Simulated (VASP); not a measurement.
KNaF2, 4 atoms in the cell. The structure is trigonal, space group R-3m (No. 166). Conventional cell: a = 3.478 Å, b = 3.478 Å, c = 17.447 Å, α = 90.00°, β = 90.00°, γ = 120.00°. Within 3.1 Å of Na (site symmetry -3m) lie 6 F at 2.37 Å. Within 3.6 Å of K (site symmetry -3m) lie 6 F at 2.60 Å and 6 K at 3.48 Å and 6 Na at 3.53 Å. F (site symmetry 3m) has 3 Na at 2.37 Å and 3 K at 2.60 Å and 3 F at 3.22 Å within 3.3 Å. 

- Program: VASP 6.6.1
- Task: single point
- Functional: PBE
- Potentials or basis: VASP PAW PBE potentials, release 64 (Na_pv, K_sv, F)
- Cutoff: 520 eV
- k mesh: 6 × 6 × 6
- Occupations: gaussian, width 0.01 eV
- Spin: no spin polarisation
- Dipole correction: no
- Further INCAR settings: ALGO = Normal; EDIFF = 1e-06; NBANDS = 23

Potentials or basis: VASP PAW PBE potentials, release 64 (Na_pv, K_sv, F).

Launch:

```sh
$ cat potpaw_PBE.64/Na_pv/POTCAR potpaw_PBE.64/K_sv/POTCAR potpaw_PBE.64/F/POTCAR > POTCAR
$ mpirun -np 1 vasp_std > vasp.out
```

Hardware: 1 thread of Intel Xeon 8259CL (shared host).

**Question.** Estimate the wall time of this run.

**Answer.** It took 2.3 min on 1 thread of Intel Xeon 8259CL (shared host), peak memory 0.33 GiB. Counts: scf iterations 14, k points 32.
